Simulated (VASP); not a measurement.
TaN:

```xyz
2
Lattice="0.0000 2.1952 2.1952 2.1952 0.0000 2.1952 2.1952 2.1952 0.0000" Properties=species:S:1:pos:R:3 pbc="T T T"
Ta    2.1952    2.1952    2.1952
N     0.0000    0.0000    0.0000
```

- Program: VASP 6.6.1
- Task: relaxation of cell and atoms
- Functional: PBE
- Potentials or basis: VASP PAW PBE potentials, release 64 (Ta_pv, N)
- Cutoff: 600 eV
- k mesh: 16 × 16 × 16
- Occupations: gaussian, width 0.1 eV
- Spin: no spin polarisation

At the start: pressure 7.1 GPa; volume 10.58 Å³/atom.

Task: Where does the relaxation end?

Result: Over 4 steps the energy falls by 4.7 meV/atom and the volume is 10.80 Å³/atom (+2.1 %); space group Fm-3m (No. 225, to 0.1 Å) before and after.

Step by step:
```tsv
step	energy change (eV)	largest force (eV/Å)	pressure (GPa)	volume (Å³)
1	0.0000	0.0000	7.06	21.16
2	0.0365	0.0000	-13.79	22.62
3	-0.0094	0.0000	-0.10	21.60
4	-0.0094	0.0000	0.02	21.59
```

Final structure:
```
Ta N
1.0
     0.00000    2.21009    2.21009
     2.21009    0.00000    2.21009
     2.21009    2.21009    0.00000
Ta N
1 1
Cartesian
  2.2101 2.2101 2.2101
  0.0000 0.0000 0.0000
```
